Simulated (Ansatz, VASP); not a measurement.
**One calculation of Br, two programs**

Contents of INCAR:

```
  ALGO = Normal
  EDIFF = 1E-7
  ENCUT = 520
  GGA = PE
  ISIF = 2
  ISMEAR = -1
  LASPH = T
  LCHARG = F
  LREAL = F
  LWAVE = F
  NBANDS = 10
  NELM = 80
  PREC = Accurate
  SIGMA = 0.08
```

The input KPOINTS:

```
k-points
0
Gamma
  16 16 16
```

The input POSCAR:

```
Br
1.0
   -1.8208990484      1.8208990484      1.8208990484
    1.8208990484     -1.8208990484      1.8208990484
    1.8208990484      1.8208990484     -1.8208990484
Br
1
Direct
    0.0000000000      0.0000000000      0.0000000000
```

Input for Ansatz:

```yaml
crystal:
  lattice:
    - [-1.8208990484, 1.8208990484, 1.8208990484]
    - [1.8208990484, -1.8208990484, 1.8208990484]
    - [1.8208990484, 1.8208990484, -1.8208990484]
  atoms:
    - { symbol: Br, position: [0.0, 0.0, 0.0] }
kpoints:
  mp_grid: { grid: [16, 16, 16] }
scf:
  occupations: { method: fermi_dirac, width: 0.08 }
hamiltonian:
  xc: pbe
  pseudopotentials: { kind: all_electron, lapw: { basis_error: 0.001 } }
output:
  forces: true
  stress: true
  eigenvalues: true
  populations: true
```

Change from the starting cell: volume scaled by 0.9, LAPW.

Alike in both runs: task single point; functional PBE; k mesh 16 × 16 × 16; occupations fermi-dirac, width 0.08 eV; no spin polarisation.

|  | VASP | Ansatz |
| --- | --- | --- |
| version | VASP 6.6.1 | Ansatz 0.2.0 |
| potentials or method | VASP PAW PBE potentials, release 64 (Br), cutoff 520 eV | all-electron LAPW, scalar-relativistic |

```tsv
	VASP	Ansatz	Ansatz less VASP
pressure (GPa)	3.9	3.9	0.00
```

Ansatz ran all-electron here, and VASP with PAW potentials.
